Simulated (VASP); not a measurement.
# W (I4/mmm) in VASP: notebook, part 3 of 3

VASP 6.6.1.

## 5. Single point, PBEsol (strain +0.000 along x and y, -0.015 along z)

Input file INCAR:

```
ALGO = Fast ; EDIFF = 1E-6
ENCUT = 520 ; GGA = PS
ISIF = 2 ; ISMEAR = 0
LASPH = T ; LCHARG = F
LREAL = F ; LWAVE = F
NBANDS = 13 ; NELM = 80
PREC = Accurate ; SIGMA = 0.15
```

Input file KPOINTS:

```
k-points
0
Gamma
  26 26 26
```

Input file POSCAR:

```
W
1.0
    0.0000000000      1.9989957669      1.9690108304
    1.9989957669      0.0000000000      1.9690108304
    1.9989957669      1.9989957669      0.0000000000
W
1
Direct
    0.0000000000      0.0000000000      0.0000000000
```

Potentials or basis: VASP PAW PBE potentials, release 64 (W_sv).

Command:

```bash
$ cat potpaw_PBE.64/W_sv/POTCAR > POTCAR
$ mpirun -np 1 vasp_std > vasp.out
```

OUTCAR:

```text
EDIFF = 1E-6
   ENCUT = 520
   GGA = PS
   ISIF = 2
   ISMEAR = 0
   LASPH = T
   LREAL = F
   NELM = 80
   PREC = Accurate

 ion  position               nearest neighbor table
   1  0.000  0.000  0.000-

  LATTYP: Found a body centered tetragonal cell.
 ALAT       =     2.8270069247
 C/A-ratio  =     1.3930003589

  Lattice vectors:

 A1 = (   0.0000000000,  -1.9989957669,  -1.9690108304)
 A2 = (   0.0000000000,   1.9989957669,  -1.9690108304)
 A3 = (   1.9989957669,   0.0000000000,   1.9690108304)

Analysis of symmetry for initial positions (statically):
=====================================================================
 Subroutine PRICEL returns:
 Original cell was already a primitive cell.

 Routine SETGRP: Setting up the symmetry group for a
 body centered tetragonal supercell.

 Subroutine GETGRP returns: Found 16 space group operations
 (whereof 16 operations were pure point group operations)
 out of a pool of 16 trial point group operations.

The static configuration has the point symmetry D_4h.

Analysis of symmetry for dynamics (positions and initial velocities):
=====================================================================
 Subroutine PRICEL returns:
 Original cell was already a primitive cell.

 Routine SETGRP: Setting up the symmetry group for a
 body centered tetragonal supercell.

 Subroutine GETGRP returns: Found 16 space group operations
 (whereof 16 operations were pure point group operations)
 out of a pool of 16 trial point group operations.

The dynamic configuration has the point symmetry D_4h.

 Subroutine INISYM returns: Found 16 space group operations
 (whereof 16 operations are pure point group operations),
 and found     1 'primitive' translations

----------------------------------------------------------------------------------------

                                     Primitive cell

  volume of cell :      15.7363

  direct lattice vectors                    reciprocal lattice vectors
     0.000000000  1.998995767  1.969010830    -0.250125592  0.250125592  0.253934611
[... 109 lines left out ...]
   GGA     = PS    functional components
   LHFCALC =     F    Hartree Fock is set to
   AEXX    =    0.0000 exact exchange contribution
   IVDW    =     0    specifies the selected vdW correction
   LEPSILON=     F    determine dielectric tensor
   LRPA    =     F    only Hartree local field effects (RPA)
 non-spin polarized calculation
 RMM-DIIS sequential band-by-band and
 Gauss-broadening in eV      SIGMA  =   0.15
  energy-cutoff  :      520.00
  volume of cell :       15.74
 maximum number of plane-waves:       444
 NGX is ok and might be reduce to    24
   NGX = 11   NGY = 11   NGZ = 11

 number of electron      13.9999999 magnetization

 Free energy of the ion-electron system (eV)
  ---------------------------------------------------
  ext. energy  EPLUGINS =         0.00000000
  ---------------------------------------------------
  free energy    TOTEN  =       -13.31419784 eV

  energy without entropy =      -13.30064542  energy(sigma->0) =      -13.30742163

 E-fermi :  10.9068     XC(G=0): -13.7920

 val. band max:       10.9051288044   @ k =   0.2308   0.0769   0.0000
 cond. band min:      10.9078921804   @ k =   0.1538   0.0000   0.1154
 fundamental gap:      0.0027633760
 Fermi energy:        10.9068270336

 k-point     1 :       0.0000    0.0000    0.0000
  band No.  band energies     occupation
      1     -62.6468      2.00000
      2     -26.2200      2.00000
      3     -26.2200      2.00000
      4     -26.2057      2.00000
      5       1.6781      2.00000
      6      10.2209      2.00000
      7      10.2209      2.00000
      8      10.4246      1.99999
      9      13.4397      0.00000
     10      13.7494      0.00000
     11      23.7834      0.00000
     12      28.9964      0.00000
     13      28.9964      0.00000
[... 354 lines left out ...]
  band No.  band energies     occupation
      1     -62.5364      2.00000
      2     -27.3489      2.00000
      3     -26.3962      2.00000
      4     -26.3514      2.00000
      5       5.0137      2.00000
      6      10.1852      2.00000
      7      10.2438      2.00000
      8      10.3534      2.00000
      9      15.0126      0.00000
     10      15.5301      0.00000
     11      22.5667      0.00000
     12      25.8876      0.00000
     13      31.6070      0.00000

 [... further k-points ...]
[... 5 lines left out ...]
  --------------------------------------------------------------------------------------
  -------------------------------------------------------------------------------------
  Total        0.6987443      0.6987443      0.1928928      0.0000000      0.0000000     -0.0000000
  in kB       71.1421552     71.1421552     19.6392408      0.0000000      0.0000000     -0.0000000
  external PRESSURE =      53.9745170 kB  Pullay stress =       0.0000000 kB

 VOLUME and BASIS-vectors are now :
 -----------------------------------------------------------------------------
  energy-cutoff  :      520.00
  volume of cell :       15.74
      direct lattice vectors                 reciprocal lattice vectors
     0.000000000  1.998995767  1.969010830    -0.250125592  0.250125592  0.253934611
     1.998995767  0.000000000  1.969010830     0.250125592 -0.250125592  0.253934611
     1.998995767  1.998995767  0.000000000     0.250125592  0.250125592 -0.253934611

 POSITION                                       TOTAL-FORCE (eV/Angst)
 -----------------------------------------------------------------------------------
      0.00000      0.00000      0.00000         0.000000      0.000000      0.000000
 -----------------------------------------------------------------------------------
    total drift:                               -0.000000      0.000000      0.000000

  FREE ENERGIE OF THE ION-ELECTRON SYSTEM (eV)
  ---------------------------------------------------
  free  energy   TOTEN  =       -13.3141978427 eV

  energy  without entropy=      -13.3006454180  energy(sigma->0) =      -13.30742163
```

OSZICAR:

```text
N       E                     dE             d eps       ncg     rms          rms(c)
DAV:   1     0.835696369446E+02    0.83570E+02   -0.74614E+03 34822   0.123E+03
DAV:   2    -0.123255515672E+02   -0.95895E+02   -0.92259E+02 38425   0.317E+02
DAV:   3    -0.139581718222E+02   -0.16326E+01   -0.16247E+01 38390   0.398E+01
DAV:   4    -0.139648207365E+02   -0.66489E-02   -0.66486E-02 38855   0.281E+00
DAV:   5    -0.139648756276E+02   -0.54891E-04   -0.54891E-04 38755   0.240E-01    0.213E+01
RMM:   6    -0.134505487199E+02    0.51433E+00   -0.39571E-01 37583   0.580E+00    0.890E+00
RMM:   7    -0.133180246168E+02    0.13252E+00   -0.26926E-01 37904   0.477E+00    0.630E-01
RMM:   8    -0.133142834333E+02    0.37412E-02   -0.10803E-02 42967   0.115E+00    0.215E-01
RMM:   9    -0.133141918513E+02    0.91582E-04   -0.15634E-03 42554   0.478E-01    0.236E-02
RMM:  10    -0.133142022331E+02   -0.10382E-04   -0.20096E-04 45133   0.175E-01    0.112E-02
RMM:  11    -0.133141965657E+02    0.56674E-05   -0.53943E-05 44234   0.886E-02    0.592E-03
RMM:  12    -0.133141978415E+02   -0.12758E-05   -0.12565E-05 39799   0.424E-02    0.145E-03
RMM:  13    -0.133141978427E+02   -0.12792E-08   -0.23349E-06 32311   0.181E-02
   1 F= -.13314198E+02 E0= -.13307422E+02  d E =-.135524E-01
```

stdout:

```text
POSCAR found type information on POSCAR W
 POSCAR found :  1 types and       1 ions
 scaLAPACK will be used
 -----------------------------------------------------------------------------
|                                                                             |
|                                                                             |
|     You enforced a specific xc type in the INCAR file but a different       |
|     I HOPE YOU KNOW WHAT YOU ARE DOING!                                     |
|                                                                             |
 -----------------------------------------------------------------------------

 LDA part: xc-table for (Slater+PW92), standard interpolation
 POSCAR, INCAR and KPOINTS ok, starting setup
 FFT: planning ... GRIDC
 FFT: planning ... GRID_SOFT
 FFT: planning ... GRID
 WAVECAR not read
 entering main loop
WARNING in EDDRMM: call to ZHEGV failed, returncode =   8  4     12
WARNING in EDDRMM: call to ZHEGV failed, returncode =   8  4     12
WARNING in EDDRMM: call to ZHEGV failed, returncode =   6  3     13
```

Wall time 95 s (1 thread of Intel Xeon 6975P-C (Granite Rapids), shared host); peak memory 0.36 GiB.

What came out:

```
Free energy            : -13.3142 eV
Pressure               : 5.4 GPa
Band gap on the k mesh : zero (bands 7 and 8 overlap by 4.10 eV)
```

Levels at points of the mesh, in eV from the Fermi level:
```
           k point  band 5  band 6  band 7  band 8  band 9  band 10
(0.00, 0.00, 0.00)   -9.23   -0.69   -0.69   -0.48    2.53     2.84
(0.50, 0.00, 0.00)   -5.85   -0.99   -0.75    0.78    5.27     5.42
(0.50, 0.50, 0.00)   -5.80   -4.82    3.52    5.28    6.15     6.15
(0.50, 0.00, 0.50)   -5.81   -4.78    3.20    5.30    6.01     6.25
```

Caveat: the cell differs from its parent crystal (strain +0.000 along x and y, -0.015 along z); the cell stands under pressure; the PAW data sets were made with another functional, which shifts forces and pressure a little; spin-orbit coupling is left out, which moves the levels of the heavy elements.

## 6. The runs side by side

| cell | gap on the mesh (eV) | pressure (GPa) |
| --- | --- | --- |
| a = 2.828, b = 2.828, c = 2.742 Å, angles 61.0, 61.0, 58.0°, 1 atom | none | 11.0 |
| a = 2.785, b = 2.785, c = 2.827 Å, angles 59.5, 59.5, 61.0°, 1 atom | none | 10.6 |
| a = 2.806, b = 2.806, c = 2.785 Å, angles 60.3, 60.3, 59.5°, 1 atom | none | 10.4 |
| a = 2.806, b = 2.806, c = 2.827 Å, angles 59.8, 59.8, 60.5°, 1 atom | none | 5.4 |

Alike in all rows: task single point; level PBEsol; potentials or basis VASP PAW PBE potentials, release 64 (W_sv); no spin polarisation; k mesh 26 × 26 × 26; cutoff (eV) 520; smearing gaussian 0.15 eV.

Caveats: the cell stands under pressure; the PAW data sets were made with another functional, which shifts forces and pressure a little; spin-orbit coupling is left out, which moves the levels of the heavy elements.

Total energies depend on the potentials used, so only differences within one code and one set of settings carry meaning.
